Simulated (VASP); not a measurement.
PbS, 2 atoms in the cell. The structure is cubic, space group Fm-3m (No. 225). Conventional cell: a = 5.927 Å, b = 5.927 Å, c = 5.927 Å, α = 90.00°, β = 90.00°, γ = 90.00°. Pb (site symmetry m-3m) has 6 S at 2.96 Å within 3.9 Å. Within 3.9 Å of S (site symmetry m-3m) lie 6 Pb at 2.96 Å. 

```yaml
Program: VASP 6.6.1
Task: single point
Functional: HSE06
Potentials_or_basis: VASP PAW PBE potentials, release 64 (Pb_d, S)
Cutoff: 520 eV
k_mesh: 3 × 3 × 3
Occupations: fermi-dirac, width 0.1 eV
Spin: non-collinear spin, zero start, spin-orbit coupling
Starting_moments: "[[0.0, 0.0, 0.0], [0.0, 0.0, 0.0]] μB"
Dipole_correction: no
Grid_for_exact_exchange_PRECFOCK: Normal
Further_INCAR_settings: ALGO = Normal; EDIFF = 1e-06; NBANDS = 32
Screening_parameter: 0.2079 1/Å
```

Potentials or basis: VASP PAW PBE potentials, release 64 (Pb_d, S).

Command:

```console
$ cat potpaw_PBE.64/Pb_d/POTCAR potpaw_PBE.64/S/POTCAR > POTCAR
$ cp INCAR.step1 INCAR
$ mpirun -np 1 vasp_ncl > vasp.out
$ cp INCAR.step2 INCAR
$ mpirun -np 1 vasp_ncl > vasp.out
```

Hardware: 1 thread of AMD EPYC 7R43 64-Core Processor (Zen 3), on a shared host.

**Question.** Estimate the wall time of this run.

**Answer.** It took 14 min on 1 thread of AMD EPYC 7R43 64-Core Processor (Zen 3), with other jobs on the host, peak memory 0.37 GiB. Counts: k points 4.
